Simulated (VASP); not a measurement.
S, 2 atoms in the cell. The structure is tetragonal, space group I4_1/amd (No. 141). Conventional cell: a = 5.474 Å, b = 5.474 Å, c = 2.329 Å, α = 90.00°, β = 90.00°, γ = 90.00°. Within 3.1 Å of S (site symmetry -4m2) lie 6 S at 2.33 to 2.80 Å. 

| Quantity | Value |
| --- | --- |
| Program | VASP 6.6.1 |
| Task | single point |
| Functional | PBE |
| Potentials or basis | VASP PAW PBE potentials, release 64 (S) |
| Cutoff | 520 eV |
| k mesh | 16 × 16 × 16 |
| Occupations | fermi-dirac, width 0.08 eV |
| Spin | no spin polarisation |
| Dipole correction | no |
| Further INCAR settings | ALGO = Normal; EDIFF = 1e-06; NBANDS = 13 |

Potentials or basis: VASP PAW PBE potentials, release 64 (S).

The run is started by

```sh
$ cat potpaw_PBE.64/S/POTCAR > POTCAR
$ mpirun -np 1 vasp_std > vasp.out
```

Hardware: 1 thread of AMD EPYC 7R43 64-Core Processor (Zen 3), with other jobs on the host.

Question: Estimate the wall time of this run.

Answer: Wall time 2.5 min on 1 thread of AMD EPYC 7R43 64-Core Processor (Zen 3), with other jobs on the host, peak memory 0.21 GiB. Counts: scf iterations 11, k points 349.
